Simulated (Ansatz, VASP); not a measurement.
# Al: VASP beside Ansatz

```
Al
1.0
     2.85432    0.00000    0.00000
    -1.42716    2.47192    0.00000
     0.00000    0.00000   36.11218
Al
10
Direct
  0.33333 0.66667 0.20769
  0.00000 0.00000 0.27264
  0.66667 0.33333 0.33760
  0.00000 0.00000 0.40256
  0.33333 0.66667 0.46752
  0.00000 0.00000 0.53248
  0.66667 0.33333 0.59744
  0.00000 0.00000 0.66240
  0.33333 0.66667 0.72736
  0.00000 0.00000 0.79231
```

Alike in both runs: task single point; functional LDA; k mesh 12 × 12 × 1; occupations gaussian, width 0.1 eV; no spin polarisation.

```csv
,VASP,Ansatz
version,VASP 6.6.1,Ansatz 0.2.0
potentials or method,"VASP PAW LDA potentials, release 64 (Al), cutoff 520 eV","scalar-relativistic, plane waves, PAW"
valence electrons in the cell,30,30
```

Ansatz gave:

* gap on the k mesh at the Fermi level (eV): none
* rms of the force components (eV/Å): 0.041
* work function, face that differs most (eV): 4.22

Question: Estimate VASP's values.

Answer: gap on the k mesh at the Fermi level (eV): none; rms of the force components (eV/Å): 0.040; work function, face that differs most (eV): 4.23.

LDA's correlation is that of Perdew and Zunger in VASP and of Perdew and Wang (1992) in Ansatz. Atom by atom the forces differ by 0.001 eV/Å (rms over components). A gap of «none» marks a metal or a gap that the smearing closes.
